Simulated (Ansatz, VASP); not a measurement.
# Two plane-wave programs on GaP

```xyz
2
Lattice="0.0000 2.7252 2.8070 2.7252 0.0000 2.8070 2.7252 2.7252 0.0000" Properties=species:S:1:pos:R:3 pbc="T T T"
Ga    0.0000    0.0000    0.0000
P     1.3626    1.3626    1.4035
```

Change from the starting cell: z stretched by +3 %, ions relaxed.

Alike in both runs: functional PBE; k mesh 14 × 14 × 14; occupations fermi-dirac, width 0.02 eV; no spin polarisation.

Ansatz relaxed the structure, and its values are those at the end. VASP's run is a single point on that final structure, the one shown.

|  | VASP | Ansatz |
| --- | --- | --- |
| version | VASP 6.6.1 | Ansatz 0.2.0 |
| potentials or method | VASP PAW PBE potentials, release 64 (Ga_d, P) | plane-wave PAW, scalar-relativistic |
| plane-wave cutoff (eV) | 520 | 420 |
| valence electrons in the cell | 18 | 18 |

Ansatz gave:

```
gap on the k mesh at the Fermi level (eV) : 1.50
pressure (GPa)                            : 0.1
```

**Question.** Estimate VASP's values.

**Answer.** gap on the k mesh at the Fermi level (eV): 1.50; pressure (GPa): 0.0.

Ansatz's warnings: stress scf threshold loose.
